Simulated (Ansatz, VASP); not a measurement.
One calculation of K2S, two programs

Contents of INCAR:

```
ALGO = Normal
EDIFF = 1E-6
ENCUT = 500
GGA = PS
GGA_COMPAT = False
ISIF = 2
ISMEAR = 0
LASPH = True
LCHARG = False
LREAL = False
LWAVE = False
NBANDS = 19
NELM = 120
PREC = Accurate
SIGMA = 0.01
```

File KPOINTS:

```
k-points
0
Gamma
  4 4 4
```

The input POSCAR:

```
K2S
1.0
    0.0000000000      3.7027568507      3.7027568507
    3.7027568507      0.0000000000      3.7027568507
    3.7027568507      3.7027568507      0.0000000000
S K
1 2
Direct
    0.0000000000      0.0000000000      0.0000000000
    0.2500000000      0.2500000000      0.2500000000
    0.7500000000      0.7500000000      0.7500000000
```

Input for Ansatz:

```yaml
crystal:
  lattice:
    - [0.0, 3.7027568507, 3.7027568507]
    - [3.7027568507, 0.0, 3.7027568507]
    - [3.7027568507, 3.7027568507, 0.0]
  atoms:
    - { symbol: S, position: [0.0, 0.0, 0.0] }
    - { symbol: K, position: [0.25, 0.25, 0.25] }
    - { symbol: K, position: [0.75, 0.75, 0.75] }
kpoints:
  mp_grid: { grid: [4, 4, 4] }
hamiltonian:
  xc: pbesol
scf:
  occupations: { method: fixed }
  n_extra_bands: 4
output:
  forces: true
  stress: true
  eigenvalues: true
```

Alike in both runs: task single point; functional PBEsol; k mesh 4 × 4 × 4; no spin polarisation.

|  | VASP | Ansatz |
| --- | --- | --- |
| version | VASP 6.6.1 | Ansatz 0.2.0 |
| potentials or method | VASP PAW PBE potentials, release 64 (S, K_sv) | plane waves |
| plane-wave cutoff (eV) | 500 | 420 |
| occupations | gaussian, width 0.01 eV | fixed |
| valence electrons in the cell | 24 | 24 |

```csv
,VASP,Ansatz,Ansatz less VASP
gap on the k mesh at the Fermi level (eV),2.28,2.28,+0.002
pressure (GPa),-0.5,-0.5,-0.04
```

VASP's potentials were made for PBE, not for PBEsol.
